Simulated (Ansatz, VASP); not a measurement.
MgB2: VASP beside Ansatz

```
CELL_PARAMETERS angstrom
3.08500 0.00000 0.00000
-1.54250 2.67169 0.00000
0.00000 0.00000 3.52300
ATOMIC_POSITIONS crystal
Mg 0.00000 0.00000 0.00000
B 0.33333 0.66667 0.50000
B 0.63632 0.31063 0.49108
```

Change from the starting cell: one atom moved.

Alike in both runs: task single point; functional PBEsol; k mesh 15 × 15 × 10; occupations gaussian, width 0.1 eV; no spin polarisation.

```csv
,VASP,Ansatz
version,VASP 6.6.1,Ansatz 0.2.0
potentials or method,"VASP PAW PBE potentials, release 64 (Mg, B), cutoff 520 eV","scalar-relativistic, plane waves, PAW"
valence electrons in the cell,8,16
```

|  | VASP | Ansatz | Ansatz less VASP |
| --- | --- | --- | --- |
| gap on the k mesh at the Fermi level (eV) | none | none | - |
| pressure (GPa) | -2.6 | -2.5 | +0.01 |
| traceless stress, the component that is largest in VASP (GPa) | -1.46 | -1.50 | -0.041 |
| rms of the force components (eV/Å) | 0.286 | 0.283 | -0.0036 |

VASP's potentials were made for PBE, not for PBEsol. Atom by atom the forces differ by 0.004 eV/Å (rms over components). A gap of «none» marks a metal or a gap that the smearing closes. VASP's potentials hold 8 valence electrons a cell and Ansatz's 16, so a difference there can come from the potentials and not from the codes.
